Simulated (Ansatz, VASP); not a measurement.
# Two plane-wave programs on CaF2

File INCAR:

```
  PREC = Accurate
  ENCUT = 600
  EDIFF = 1E-6
  ISMEAR = 0
  SIGMA = 0.01
  LREAL = False
  LASPH = True
  NELM = 120
  ALGO = Normal
  ISIF = 2
  LWAVE = False
  LCHARG = False
  GGA = PE
  NBANDS = 19
  GGA_COMPAT = False
```

Contents of KPOINTS:

```
regular mesh
0
Gamma
  6 6 6
```

Contents of POSCAR:

```
CaF2
1.0
    0.0000000000      2.7310000000      2.7310000000
    2.7310000000      0.0000000000      2.7310000000
    2.7310000000      2.7310000000      0.0000000000
Ca F
1 2
Direct
    0.0000000000      0.0000000000      0.0000000000
    0.2500000000      0.2500000000      0.2500000000
    0.7500000000      0.7500000000      0.7500000000
```

Input for Ansatz:

```yaml
crystal:
  lattice:
    - [0.0, 2.731, 2.731]
    - [2.731, 0.0, 2.731]
    - [2.731, 2.731, 0.0]
  atoms:
    - { symbol: Ca, position: [0.0, 0.0, 0.0] }
    - { symbol: F, position: [0.25, 0.25, 0.25] }
    - { symbol: F, position: [0.75, 0.75, 0.75] }
kpoints:
  mp_grid:
    grid: [6, 6, 6]
hamiltonian:
  xc: pbe
  pseudopotentials:
    kind: paw
scf:
  convergence:
    dr2_threshold: 1.0e-10
  occupations:
    method: fixed
output:
  stress: true
```

Alike in both runs: task single point; functional PBE; k mesh 6 × 6 × 6; no spin polarisation.

|  | VASP | Ansatz |
| --- | --- | --- |
| version | VASP 6.6.1 | Ansatz 0.2.0 |
| potentials or method | VASP PAW PBE potentials, release 64 (Ca_sv, F) | plane waves, PAW |
| plane-wave cutoff (eV) | 600 | 420 |
| occupations | gaussian, width 0.01 eV | fixed |
| valence electrons in the cell | 24 | 24 |

|  | VASP | Ansatz | Ansatz less VASP |
| --- | --- | --- | --- |
| pressure (GPa) | 2.4 | 2.2 | -0.21 |
